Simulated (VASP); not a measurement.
# BaBr (P-6m2) in VASP: further runs

BaBr is run at these levels: PBE; tasks: single point, relaxation of cell and atoms.

Everything below comes from runs of VASP 6.6.1. Logs are shortened: lines on timing, memory, paths and dates and some standing lists are left out, and cuts for length are marked.

## Step 1: The cell of the first run

It takes space group P-6m2 (No. 187, hexagonal). Conventional cell: a = 4.295 Å, b = 4.295 Å, c = 4.741 Å, α = 90.00°, β = 90.00°, γ = 120.00°. Ba (site symmetry -6m2) has 6 Br at 3.43 Å and 6 Ba at 4.30 Å within 4.5 Å. Br (site symmetry -6m2) has 6 Ba at 3.43 Å and 6 Br at 4.30 Å within 4.5 Å.

## Step 2: Single point, PBE

File INCAR:

```
SYSTEM = BaBr
  PREC = Accurate
  ENCUT = 520
  EDIFF = 1E-7
  ISMEAR = 0
  SIGMA = 0.1
  LREAL = .False.
  LASPH = .True.
  NELM = 80
  ALGO = Normal
  ISIF = 2
  LWAVE = .False.
  LCHARG = .True.
  GGA = PE
  LELF = .True.
  LVHAR = .True.
  NBANDS = 16
```

File KPOINTS:

```
regular mesh
0
Gamma
  6 6 4
  0 0 0
```

File POSCAR:

```
BaBr
1.0
    4.2953505685      0.0000000000      0.0000000000
   -2.1476752843      3.7198827105      0.0000000000
    0.0000000000      0.0000000000      4.7407700128
Ba Br
1 1
Direct
    0.6666666667      0.3333333333      0.5000000000
    0.0000000000      0.0000000000      0.0000000000
```

Potentials or basis: VASP PAW PBE potentials, release 64 (Ba_sv, Br).

Run with:

```console
$ cat potpaw_PBE.64/Ba_sv/POTCAR potpaw_PBE.64/Br/POTCAR > POTCAR
$ mpirun -np 1 vasp_std > vasp.out
```

OUTCAR:

```text
SYSTEM = BaBr
   PREC = Accurate
   ENCUT = 520
   EDIFF = 1E-7
   ISMEAR = 0
   LREAL = .False.
   LASPH = .True.
   NELM = 80
   ISIF = 2
   GGA = PE

 ion  position               nearest neighbor table
   1  0.667  0.333  0.500-   2 3.43   2 3.43   2 3.43   2 3.43   2 3.43   2 3.43
   2  0.000  0.000  0.000-   1 3.43   1 3.43   1 3.43   1 3.43   1 3.43   1 3.43

  LATTYP: Found a hexagonal cell.
 ALAT       =     4.2953505685
 C/A-ratio  =     1.1036980421

  Lattice vectors:

 A1 = (   4.2953505685,   0.0000000000,   0.0000000000)
 A2 = (  -2.1476752843,   3.7198827105,   0.0000000000)
 A3 = (   0.0000000000,   0.0000000000,   4.7407700128)

Analysis of symmetry for initial positions (statically):
=====================================================================
 Subroutine PRICEL returns:
 Original cell was already a primitive cell.

 Routine SETGRP: Setting up the symmetry group for a
 hexagonal supercell.

 Subroutine GETGRP returns: Found 12 space group operations
 (whereof 12 operations were pure point group operations)
 out of a pool of 24 trial point group operations.

The static configuration has the point symmetry D_3h.

Analysis of symmetry for dynamics (positions and initial velocities):
=====================================================================
 Subroutine PRICEL returns:
 Original cell was already a primitive cell.

 Routine SETGRP: Setting up the symmetry group for a
 hexagonal supercell.

 Subroutine GETGRP returns: Found 12 space group operations
 (whereof 12 operations were pure point group operations)
 out of a pool of 24 trial point group operations.

The dynamic configuration has the point symmetry D_3h.

 Subroutine INISYM returns: Found 12 space group operations
 (whereof 12 operations are pure point group operations),
 and found     1 'primitive' translations

----------------------------------------------------------------------------------------

                                     Primitive cell

  volume of cell :      75.7490

  direct lattice vectors                    reciprocal lattice vectors
     4.295350568  0.000000000  0.000000000     0.232809868  0.134412840  0.000000000
    -2.147675284  3.719882710  0.000000000     0.000000000  0.268825680  0.000000000
     0.000000000  0.000000000  4.740770013     0.000000000  0.000000000  0.210936198

  length of vectors
     4.295350568  4.295350569  4.740770013     0.268825680  0.268825680  0.210936198

  position of ions in fractional coordinates (direct lattice)
     0.666666667  0.333333333  0.500000000
     0.000000000  0.000000000  0.000000000

  ion indices of the primitive-cell ions
   primitive index   ion index
                 1           1
                 2           2

----------------------------------------------------------------------------------------

 KPOINTS: regular mesh

Automatic generation of k-mesh.
 Grid dimensions read from file:
 generate k-points for:    6    6    4

 Generating k-lattice:

  Cartesian coordinates                     Fractional coordinates (reciprocal lattice)
     0.038801645  0.022402140  0.000000000     0.166666667  0.000000000  0.000000000
     0.000000000  0.044804280  0.000000000     0.000000000  0.166666667  0.000000000
     0.000000000  0.000000000  0.052734049     0.000000000  0.000000000  0.250000000

  Length of vectors
     0.044804280  0.044804280  0.052734049

  Shift w.r.t. Gamma in fractional coordinates (k-lattice)
     0.000000000  0.000000000  0.000000000

 Subroutine IBZKPT returns following result:
 ===========================================

 Found     21 irreducible k-points:

 Following reciprocal coordinates:
            Coordinates               Weight
  0.000000  0.000000  0.000000      1.000000
  0.166667  0.000000  0.000000      6.000000
  0.333333  0.000000  0.000000      6.000000
  0.500000  0.000000  0.000000      3.000000
  0.166667  0.166667  0.000000      6.000000
  0.333333  0.166667  0.000000     12.000000
[... 13 lines left out ...]
  0.333333  0.166667  0.500000     12.000000
  0.333333  0.333333  0.500000      2.000000
   k-points           NKPTS =     21   k-points in BZ     NKDIM =     21   number of bands    NBANDS=     16
   number of dos      NEDOS =    301   number of ions     NIONS =      2
   total plane-waves  NPLWV =  36864
   dimension x,y,z NGX =    32 NGY =   32 NGZ =   36
   dimension x,y,z NGXF=    64 NGYF=   64 NGZF=   72
   ions per type =               1   1
   NGX,Y,Z   is equivalent  to a cutoff of  12.39, 12.39, 12.62 a.u.
   NGXF,Y,Z  is equivalent  to a cutoff of  24.77, 24.77, 25.25 a.u.
 SYSTEM =  BaBr
   PREC   = accura    normal or accurate (medium, high low for compatibility)
   ISTART =      0    job   : 0-new  1-cont  2-samecut
   ICHARG =      2    charge: 1-file 2-atom 10-const
   ISPIN  =      1    spin polarized calculation?
   LNONCOLLINEAR =      F non collinear calculations
   LSORBIT =      F    spin-orbit coupling
   LASPH  =      T    aspherical Exc in radial PAW
   ENCUT  =  520.0 eV  38.22 Ry    6.18 a.u.   7.99  7.99  8.81*2*pi/ulx,y,z
   NELM   =     80;   NELMIN=  2; NELMDL= -5     # of ELM steps
   EDIFF  = 0.1E-06   stopping-criterion for ELM
   LREAL  =      F    real-space projection
   EDIFFG = 0.1E-05   stopping-criterion for IOM
   NSW    =      0    number of steps for IOM
   IBRION =     -1    ionic relax: 0-MD 1-quasi-New 2-CG
   NFREE  =      0    steps in history (QN), initial steepest desc. (CG)
   ISIF   =      2    stress and relaxation
   ISYM   =      2    0-nonsym 1-usesym 2-fastsym
   POTIM  = 0.5000    time-step for ionic-motion
   TEBEG  =    0.0;   TEEND  =   0.0 temperature during run
   PSTRESS=    0.0 pullay stress
   NELECT =      17.0000    total number of electrons
   NUPDOWN=      -1.0000    fix difference up-down
   EMIN   =  10.00;   EMAX   =-10.00  energy-range for DOS
   EFERMI =   0.00;   METHOD = LEGACY
   ISMEAR =     0;   SIGMA  =   0.10  broadening in eV -4-tet -1-fermi 0-gaus
   EFERMI_NEDOS =   21; number of points for ismear=-14 and -15
   IALGO  =     38    algorithm
   IMIX   =      4    mixing-type and parameters
     AMIX     =   0.40;   BMIX     =  1.00
     AMIX_MAG =   1.60;   BMIX_MAG =  1.00
  volume/ion in A,a.u.               =      37.87       255.59
  Fermi-wavevector in a.u.,A,eV,Ry     =   0.994868  1.880028 13.466540  0.989763
  Thomas-Fermi vector in A             =   2.126849
   LORBIT       =      0    0 simple, 1 ext, 2 COOP (PROOUT), +10 PAW based schemes
   GGA     = PE    functional components
   LHFCALC =     F    Hartree Fock is set to
   AEXX    =    0.0000 exact exchange contribution
   IVDW    =     0    specifies the selected vdW correction
   LEPSILON=     F    determine dielectric tensor
   LRPA    =     F    only Hartree local field effects (RPA)
 non-spin polarized calculation
 Gauss-broadening in eV      SIGMA  =   0.10
  energy-cutoff  :      520.00
  volume of cell :       75.75
 maximum number of plane-waves:      2070
 NGX is ok and might be reduce to    32
   NGX = 15   NGY = 15   NGZ = 17

 number of electron      16.9999999 magnetization

 Free energy of the ion-electron system (eV)
  ---------------------------------------------------
  ext. energy  EPLUGINS =         0.00000000
  ---------------------------------------------------
  free energy    TOTEN  =        -6.55154148 eV

  energy without entropy =       -6.53892579  energy(sigma->0) =       -6.54523363

 E-fermi :   3.9173     XC(G=0):  -8.3827

 val. band max:        3.8918243244   @ k =   0.3333   0.0000   0.5000
 cond. band min:       3.9348247234   @ k =   0.5000   0.0000   0.5000
 fundamental gap:      0.0430003990
 Fermi energy:         3.9173035861

 k-point     1 :       0.0000    0.0000    0.0000
  band No.  band energies     occupation
      1     -25.3429      2.00000
      2     -13.2461      2.00000
      3     -10.6185      2.00000
      4     -10.3048      2.00000
      5     -10.3048      2.00000
      6      -1.1132      2.00000
[... 8 lines left out ...]
     15       9.3957      0.00000
     16      10.3429      0.00000

 k-point     2 :       0.1667    0.0000    0.0000
  band No.  band energies     occupation
      1     -25.3306      2.00000
      2     -13.2538      2.00000
      3     -10.5885      2.00000
      4     -10.3816      2.00000
      5     -10.3390      2.00000
      6      -1.2722      2.00000
[... 8 lines left out ...]
     15       9.4598      0.00000
     16      10.5967      0.00000

 k-point     3 :       0.3333    0.0000    0.0000
  band No.  band energies     occupation
      1     -25.3059      2.00000
      2     -13.2743      2.00000
      3     -10.5272      2.00000
      4     -10.5206      2.00000
      5     -10.4061      2.00000
      6      -1.9144      2.00000
[... 8 lines left out ...]
     15       9.6204      0.00000
     16      10.9798      0.00000

 k-point     4 :       0.5000    0.0000    0.0000
  band No.  band energies     occupation
      1     -25.2935      2.00000
      2     -13.2871      2.00000
      3     -10.5831      2.00000
      4     -10.4959      2.00000
      5     -10.4389      2.00000
      6      -2.1720      2.00000
[... 8 lines left out ...]
     15       9.3743      0.00000
     16      11.4111      0.00000
[... 267 lines left out ...]
 k-point    19 :       0.1667    0.1667    0.5000
  band No.  band energies     occupation
      1     -25.3035      2.00000
      2     -13.2982      2.00000
      3     -10.6224      2.00000
      4     -10.4805      2.00000
      5     -10.3914      2.00000
      6      -1.7933      2.00000
[... 8 lines left out ...]
     15       8.6591      0.00000
     16      10.3684      0.00000

 k-point    20 :       0.3333    0.1667    0.5000
  band No.  band energies     occupation
      1     -25.2859      2.00000
      2     -13.1622      2.00000
      3     -10.7809      2.00000
      4     -10.6264      2.00000
      5     -10.4854      2.00000
      6      -1.8170      2.00000
[... 8 lines left out ...]
     15       9.1735      0.00000
     16       9.3251      0.00000

 k-point    21 :       0.3333    0.3333    0.5000
  band No.  band energies     occupation
      1     -25.2800      2.00000
      2     -13.1140      2.00000
      3     -10.7106      2.00000
      4     -10.6758      2.00000
      5     -10.6459      2.00000
      6      -1.9802      2.00000
[... 8 lines left out ...]
     15       9.6277      0.00000
     16       9.8014      0.00000

------------------------ aborting loop because EDIFF is reached ----------------------------------------

  FORCE on cell =-STRESS in cart. coord.  units (eV):
  Direction    XX          YY          ZZ          XY          YZ          ZX
  --------------------------------------------------------------------------------------
  -------------------------------------------------------------------------------------
  Total        0.2112628      0.2112628      0.2553821     -0.0000000      0.0000000     -0.0000000
  in kB        4.4684502      4.4684502      5.4016222     -0.0000000      0.0000000     -0.0000000
  external PRESSURE =       4.7795076 kB  Pullay stress =       0.0000000 kB

 VOLUME and BASIS-vectors are now :
 -----------------------------------------------------------------------------
  energy-cutoff  :      520.00
  volume of cell :       75.75
      direct lattice vectors                 reciprocal lattice vectors
     4.295350568  0.000000000  0.000000000     0.232809868  0.134412840  0.000000000
    -2.147675284  3.719882710  0.000000000     0.000000000  0.268825680  0.000000000
     0.000000000  0.000000000  4.740770013     0.000000000  0.000000000  0.210936198

 POSITION                                       TOTAL-FORCE (eV/Angst)
 -----------------------------------------------------------------------------------
      2.14768      1.23996      2.37039         0.000000     -0.000000      0.000000
      0.00000      0.00000      0.00000         0.000000      0.000000      0.000000
 -----------------------------------------------------------------------------------
    total drift:                               -0.000000      0.000000      0.000000

  FREE ENERGIE OF THE ION-ELECTRON SYSTEM (eV)
  ---------------------------------------------------
  free  energy   TOTEN  =        -6.5515414759 eV

  energy  without entropy=       -6.5389257913  energy(sigma->0) =       -6.54523363
```

Run time: 18 s. Hardware: 1 thread of AMD EPYC 9R14 (Zen 4), shared host; peak memory 0.16 GiB.

Results:

| Item | Value |
| --- | --- |
| Free energy | -6.5515 eV |
| Pressure | 0.5 GPa |

Stress tensor (GPa, compression positive):
```
0.45 0.00 0.00
0.00 0.45 0.00
0.00 0.00 0.54
```

Caveat: spin-orbit coupling is left out, which moves the levels of the heavy elements; an odd number of electrons without spin polarisation forces a metal; a magnetic or distorted state may lie lower.

## Step 3: Single point, PBE

This run uses another cell than the first one, of 42.15 Å³/atom, 1.113 times its volume.

File INCAR:

```
ALGO = Normal
EDIFF = 1E-6
ENCUT = 520
GGA = PE
ISIF = 2
ISMEAR = 0
LASPH = T
LCHARG = F
LREAL = F
LWAVE = F
NBANDS = 16
NELM = 100
PREC = Accurate
SIGMA = 0.1
```

File KPOINTS:

```
k-points
0
Gamma
  6 6 4
```

File POSCAR:

```
BaBr
1.0
    4.5079114000      0.0000000000      0.0000000000
   -2.2539557000      3.9039657900      0.0000000000
    0.0000000000      0.0000000000      4.7896175000
Ba Br
1 1
Direct
    0.6666666700      0.3333333300      0.5000000000
    0.0000000000      0.0000000000      0.0000000000
```

Potentials or basis: VASP PAW PBE potentials, release 64 (Ba_sv, Br).

Run with:

```console
$ cat potpaw_PBE.64/Ba_sv/POTCAR potpaw_PBE.64/Br/POTCAR > POTCAR
$ mpirun -np 1 vasp_std > vasp.out
```

It took 21 s on 1 thread of AMD EPYC 9R14 (Zen 4), shared host; peak memory 0.18 GiB.

The run converged. Its results:

```yaml
Free_energy: -6.5253 eV
Pressure: -1.1 GPa
```

Stress tensor (GPa, compression positive):
```
-1.34  0.00  0.00
 0.00 -1.34  0.00
 0.00  0.00 -0.75
```

Levels at points of the mesh, in eV from the Fermi level:
| k point | band 7 | band 8 | band 9 | band 10 | band 11 | band 12 |
| --- | --- | --- | --- | --- | --- | --- |
| (0.00, 0.00, 0.00) | -4.73 | -4.73 | -1.43 | -0.05 | 1.87 | 1.87 |
| (0.50, 0.00, 0.00) | -5.22 | -4.79 | -0.46 | 1.53 | 2.24 | 2.25 |
| (0.00, 0.00, 0.50) | -4.73 | -4.73 | 0.38 | 1.19 | 1.19 | 1.88 |
| (0.50, 0.00, 0.50) | -5.40 | -5.05 | 0.04 | 1.21 | 3.26 | 3.40 |

Caveat: spin-orbit coupling is left out, which moves the levels of the heavy elements; an odd number of electrons without spin polarisation forces a metal; a magnetic or distorted state may lie lower.

[end of part 1 of 2]
